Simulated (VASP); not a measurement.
# ZnS (P6_3mc) in VASP: a series of runs, part 2 of 2

VASP 6.6.1.

### 5 Single point, r2SCAN (biaxial strain in the a-b plane: -3.0 %)

The input, POSCAR:

```
ZnS
1.0
    3.6923230418      0.0000000000      0.0000000000
   -1.8461615209      3.1976455532      0.0000000000
    0.0000000000      0.0000000000      6.3572092834
Zn S
2 2
Direct
    0.3333333333      0.6666666667      0.0034552003
    0.6666666667      0.3333333333      0.5034552003
    0.3333333333      0.6666666667      0.3715447997
    0.6666666667      0.3333333333      0.8715447997
```

The input, INCAR.step1:

```
PREC = Accurate ; ENCUT = 520
ISMEAR = 0 ; SIGMA = 0.02
LREAL = F ; LASPH = T
NELM = 60 ; NBANDS = 26
GGA = PE ; ALGO = Normal
EDIFF = 1E-4 ; LWAVE = T
LCHARG = F
```

The input, INCAR.step2:

```
PREC = Accurate ; ENCUT = 520
EDIFF = 1E-7 ; ISMEAR = 0
SIGMA = 0.02 ; LREAL = F
LASPH = T ; NELM = 60
ALGO = Normal ; ISIF = 2
LWAVE = F ; LCHARG = F
METAGGA = R2SCAN ; LMIXTAU = T
NBANDS = 26 ; ISTART = 1
```

The input, KPOINTS:

```
Automatic mesh
0
Gamma
  6 6 4
```

Potentials or basis: VASP PAW PBE potentials, release 64 (Zn, S).

Started as:

```
$ cat potpaw_PBE.64/Zn/POTCAR potpaw_PBE.64/S/POTCAR > POTCAR
$ cp INCAR.step1 INCAR
$ mpirun -np 1 vasp_std > vasp.out
$ cp INCAR.step2 INCAR
$ mpirun -np 1 vasp_std > vasp.out
```

OUTCAR:

```text
PREC = Accurate
   ENCUT = 520
   EDIFF = 1E-7
   ISMEAR = 0
   LREAL = F
   LASPH = T
   NELM = 60
   ISIF = 2
   METAGGA = R2SCAN
   ISTART = 1

 ion  position               nearest neighbor table
   1  0.333  0.667  0.003-   4 2.29   4 2.29   4 2.29   3 2.34
   2  0.667  0.333  0.503-   3 2.29   3 2.29   3 2.29   4 2.34
   3  0.333  0.667  0.372-   2 2.29   2 2.29   2 2.29   1 2.34
   4  0.667  0.333  0.872-   1 2.29   1 2.29   1 2.29   2 2.34

  LATTYP: Found a hexagonal cell.
 ALAT       =     3.6923230418
 C/A-ratio  =     1.7217370234

  Lattice vectors:

 A1 = (   3.6923230418,   0.0000000000,   0.0000000000)
 A2 = (  -1.8461615209,   3.1976455532,   0.0000000000)
 A3 = (   0.0000000000,   0.0000000000,   6.3572092834)

Analysis of symmetry for initial positions (statically):
=====================================================================
 Subroutine PRICEL returns:
 Original cell was already a primitive cell.

 Routine SETGRP: Setting up the symmetry group for a
 hexagonal supercell.

 Subroutine GETGRP returns: Found 12 space group operations
 (whereof  6 operations were pure point group operations)
 out of a pool of 24 trial point group operations.

The static configuration has the point symmetry C_3v.
 The point group associated with its full space group is C_6v.

Analysis of symmetry for dynamics (positions and initial velocities):
=====================================================================
 Subroutine PRICEL returns:
 Original cell was already a primitive cell.

 Routine SETGRP: Setting up the symmetry group for a
 hexagonal supercell.

 Subroutine GETGRP returns: Found 12 space group operations
 (whereof  6 operations were pure point group operations)
 out of a pool of 24 trial point group operations.

The dynamic configuration has the point symmetry C_3v.
 The point group associated with its full space group is C_6v.

 Subroutine INISYM returns: Found 12 space group operations
 (whereof  6 operations are pure point group operations),
 and found     1 'primitive' translations

----------------------------------------------------------------------------------------

                                     Primitive cell

  volume of cell :      75.0579

  direct lattice vectors                    reciprocal lattice vectors
     3.692323042  0.000000000  0.000000000     0.270832207  0.156365048  0.000000000
    -1.846161521  3.197645553  0.000000000     0.000000000  0.312730096  0.000000000
     0.000000000  0.000000000  6.357209283     0.000000000  0.000000000  0.157301727

  length of vectors
     3.692323042  3.692323042  6.357209283     0.312730096  0.312730096  0.157301727

  position of ions in fractional coordinates (direct lattice)
     0.333333333  0.666666667  0.003455200
     0.666666667  0.333333333  0.503455200
     0.333333333  0.666666667  0.371544800
     0.666666667  0.333333333  0.871544800

  ion indices of the primitive-cell ions
   primitive index   ion index
                 1           1
                 2           2
                 3           3
                 4           4

----------------------------------------------------------------------------------------

 KPOINTS: Automatic mesh

Automatic generation of k-mesh.
 Grid dimensions read from file:
 generate k-points for:    6    6    4

 Generating k-lattice:

  Cartesian coordinates                     Fractional coordinates (reciprocal lattice)
     0.045138701  0.026060841  0.000000000     0.166666667  0.000000000  0.000000000
     0.000000000  0.052121683  0.000000000     0.000000000  0.166666667  0.000000000
     0.000000000  0.000000000  0.039325432     0.000000000  0.000000000  0.250000000

  Length of vectors
     0.052121683  0.052121683  0.039325432

  Shift w.r.t. Gamma in fractional coordinates (k-lattice)
     0.000000000  0.000000000  0.000000000

 Subroutine IBZKPT returns following result:
 ===========================================

 Found     21 irreducible k-points:

 Following reciprocal coordinates:
            Coordinates               Weight
  0.000000  0.000000  0.000000      1.000000
  0.166667  0.000000  0.000000      6.000000
  0.333333 -0.000000  0.000000      6.000000
  0.500000  0.000000  0.000000      3.000000
  0.166667  0.166667  0.000000      6.000000
  0.333333  0.166667  0.000000     12.000000
[... 13 lines left out ...]
  0.333333  0.166667  0.500000     12.000000
  0.333333  0.333333  0.500000      2.000000
   k-points           NKPTS =     21   k-points in BZ     NKDIM =     21   number of bands    NBANDS=     26
   number of dos      NEDOS =    301   number of ions     NIONS =      4
   total plane-waves  NPLWV =  37632
   dimension x,y,z NGX =    28 NGY =   28 NGZ =   48
   dimension x,y,z NGXF=    56 NGYF=   56 NGZF=   96
   ions per type =               2   2
   NGX,Y,Z   is equivalent  to a cutoff of  12.61, 12.61, 12.55 a.u.
   NGXF,Y,Z  is equivalent  to a cutoff of  25.21, 25.21, 25.10 a.u.
 SYSTEM =  unknown system
   PREC   = accura    normal or accurate (medium, high low for compatibility)
   ISTART =      1    job   : 0-new  1-cont  2-samecut
   ICHARG =      0    charge: 1-file 2-atom 10-const
   ISPIN  =      1    spin polarized calculation?
   LNONCOLLINEAR =      F non collinear calculations
   LSORBIT =      F    spin-orbit coupling
   LASPH  =      T    aspherical Exc in radial PAW
   ENCUT  =  520.0 eV  38.22 Ry    6.18 a.u.   6.87  6.87 11.82*2*pi/ulx,y,z
   NELM   =     60;   NELMIN=  2; NELMDL=  0     # of ELM steps
   EDIFF  = 0.1E-06   stopping-criterion for ELM
   LREAL  =      F    real-space projection
   EDIFFG = 0.1E-05   stopping-criterion for IOM
   NSW    =      0    number of steps for IOM
   IBRION =     -1    ionic relax: 0-MD 1-quasi-New 2-CG
   NFREE  =      0    steps in history (QN), initial steepest desc. (CG)
   ISIF   =      2    stress and relaxation
   ISYM   =      2    0-nonsym 1-usesym 2-fastsym
   POTIM  = 0.5000    time-step for ionic-motion
   TEBEG  =    0.0;   TEEND  =   0.0 temperature during run
   PSTRESS=    0.0 pullay stress
   NELECT =      36.0000    total number of electrons
   NUPDOWN=      -1.0000    fix difference up-down
   EMIN   =  10.00;   EMAX   =-10.00  energy-range for DOS
   EFERMI =   0.00;   METHOD = LEGACY
   ISMEAR =     0;   SIGMA  =   0.02  broadening in eV -4-tet -1-fermi 0-gaus
   EFERMI_NEDOS =   21; number of points for ismear=-14 and -15
   IALGO  =     38    algorithm
   IMIX   =      4    mixing-type and parameters
     AMIX     =   0.40;   BMIX     =  1.00
     AMIX_MAG =   1.60;   BMIX_MAG =  1.00
  volume/ion in A,a.u.               =      18.76       126.63
  Fermi-wavevector in a.u.,A,eV,Ry     =   1.281475  2.421637 22.343193  1.642178
  Thomas-Fermi vector in A             =   2.413843
   LORBIT       =      0    0 simple, 1 ext, 2 COOP (PROOUT), +10 PAW based schemes
   METAGGA = R2SCAN    functional components
   LHFCALC =     F    Hartree Fock is set to
   AEXX    =    0.0000 exact exchange contribution
   IVDW    =     0    specifies the selected vdW correction
   LEPSILON=     F    determine dielectric tensor
   LRPA    =     F    only Hartree local field effects (RPA)
 non-spin polarized calculation
 Gauss-broadening in eV      SIGMA  =   0.02
  energy-cutoff  :      520.00
  volume of cell :       75.06
 maximum number of plane-waves:      2044
 NGX is ok and might be reduce to    28
   NGX = 13   NGY = 13   NGZ = 23

 number of electron      36.0000005 magnetization

 Free energy of the ion-electron system (eV)
  ---------------------------------------------------
  ext. energy  EPLUGINS =         0.00000000
  ---------------------------------------------------
  free energy    TOTEN  =       -37.64259707 eV

  energy without entropy =      -37.64259707  energy(sigma->0) =      -37.64259707

 E-fermi :   2.5897     XC(G=0): -10.5370

 val. band max:        2.4290061728   @ k =   0.0000   0.0000   0.0000
 cond. band min:       5.2060205320   @ k =   0.0000   0.0000   0.0000
 fundamental gap:      2.7770143593
 Fermi energy:         2.5897135818

 k-point     1 :       0.0000    0.0000    0.0000
  band No.  band energies     occupation
      1     -11.7335      2.00000
      2     -10.7937      2.00000
      3      -4.4017      2.00000
      4      -4.3668      2.00000
      5      -4.3668      2.00000
      6      -4.2718      2.00000
[... 598 lines left out ...]
     25      12.7476      0.00000
     26      12.7476      0.00000

------------------------ aborting loop because EDIFF is reached ----------------------------------------

  FORCE on cell =-STRESS in cart. coord.  units (eV):
  Direction    XX          YY          ZZ          XY          YZ          ZX
  --------------------------------------------------------------------------------------
  -------------------------------------------------------------------------------------
  Total        2.6863055      2.6863055     -0.1862710      0.0000000      0.0000000      0.0000000
  in kB       57.3415537     57.3415537     -3.9761174      0.0000000      0.0000000      0.0000000
  external PRESSURE =      36.9023300 kB  Pullay stress =       0.0000000 kB

 VOLUME and BASIS-vectors are now :
 -----------------------------------------------------------------------------
  energy-cutoff  :      520.00
  volume of cell :       75.06
      direct lattice vectors                 reciprocal lattice vectors
     3.692323042  0.000000000  0.000000000     0.270832207  0.156365048  0.000000000
    -1.846161521  3.197645553  0.000000000     0.000000000  0.312730096  0.000000000
     0.000000000  0.000000000  6.357209283     0.000000000  0.000000000  0.157301727

 POSITION                                       TOTAL-FORCE (eV/Angst)
 -----------------------------------------------------------------------------------
     -0.00000      2.13176      0.02197         0.000000      0.000000      0.134837
      1.84616      1.06588      3.20057        -0.000000     -0.000000      0.134837
     -0.00000      2.13176      2.36199        -0.000000      0.000000     -0.134837
      1.84616      1.06588      5.54059        -0.000000      0.000000     -0.134837
 -----------------------------------------------------------------------------------
    total drift:                               -0.000001     -0.000001      0.011425

  FREE ENERGIE OF THE ION-ELECTRON SYSTEM (eV)
  ---------------------------------------------------
  free  energy   TOTEN  =       -37.6425970699 eV

  energy  without entropy=      -37.6425970699  energy(sigma->0) =      -37.64259707
```

Wall time 6.4 min (1 thread of Intel Xeon 8259CL, shared host); peak memory 0.21 GiB.

Results:

* Free energy: -37.6426 eV
* Pressure: 3.7 GPa
* Largest force: 0.135 eV/Å
* Band gap on the k mesh: 2.78 eV

Forces on the atoms (eV/Å):
```
Zn   0.000  0.000  0.135
Zn   0.000  0.000  0.135
S    0.000  0.000 -0.135
S    0.000  0.000 -0.135
```

Levels at points of the mesh, in eV from the valence-band top:
| k point | band 16 | band 17 | band 18 | band 19 | band 20 | band 21 |
| --- | --- | --- | --- | --- | --- | --- |
| (0.00, 0.00, 0.00) | -0.36 | 0.00 | 0.00 | 2.78 | 4.06 | 6.56 |
| (0.50, 0.00, 0.00) | -2.38 | -2.01 | -1.02 | 4.16 | 4.66 | 5.14 |
| (0.00, 0.00, 0.50) | -0.46 | -0.46 | -0.46 | 4.42 | 4.42 | 7.11 |
| (0.50, 0.00, 0.50) | -2.06 | -1.75 | -1.75 | 3.74 | 3.74 | 5.52 |

Caveat: the cell differs from its parent crystal (biaxial strain in the a-b plane: -3.0 %); the cell stands under pressure; the PAW data sets were made with another functional, which shifts forces and pressure a little.

### 6 Summary

| cell | gap on the mesh (eV) | pressure (GPa) | largest force (eV/Å) |
| --- | --- | --- | --- |
| a = 3.921, b = 3.921, c = 6.432 Å, angles 90.0, 90.0, 120.0°, 4 atoms, atomic positions A | 2.37 | -5.7 | - |
| a = 3.692, b = 3.692, c = 6.359 Å, angles 90.0, 90.0, 120.0°, 4 atoms, atomic positions B | 2.76 | 3.5 | 0.01 |
| a = 3.692, b = 3.692, c = 6.357 Å, angles 90.0, 90.0, 120.0°, 4 atoms, atomic positions C | 2.78 | 3.7 | 0.13 |

Alike in all rows: task single point; level r2SCAN; potentials or basis VASP PAW PBE potentials, release 64 (Zn, S); no spin polarisation; k mesh 6 × 6 × 4; cutoff (eV) 520; smearing gaussian 0.02 eV.

Caveats: the PAW data sets were made with another functional, which shifts forces and pressure a little; the cell stands under pressure (at least some runs); the cell stands under tension (at least some runs).

Absolute energies hang on the potentials; compare differences alone.
